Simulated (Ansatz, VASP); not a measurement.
**K in VASP and in Ansatz**

```xyz
1
Lattice="0.0000 3.1542 3.1542 3.1542 0.0000 3.1542 3.1542 3.1542 0.0000" Properties=species:S:1:pos:R:3 pbc="T T T"
K     0.0000    0.0000    0.0000
```

Alike in both runs: task single point; functional PBEsol; k mesh 9 × 9 × 9; occupations fermi-dirac, width 0.1 eV; no spin polarisation.

```csv
,VASP,Ansatz
version,VASP 6.6.1,Ansatz 0.2.0
potentials or method,"VASP PAW PBE potentials, release 64 (K_sv), cutoff 520 eV","plane waves (420 eV) with PAW, scalar-relativistic"
valence electrons in the cell,9,9
```

|  | VASP | Ansatz | Ansatz less VASP |
| --- | --- | --- | --- |
| pressure (GPa) | 0.6 | 0.6 | +0.01 |

VASP's potentials were made for PBE, not for PBEsol, and Ansatz warns of the same on its side.
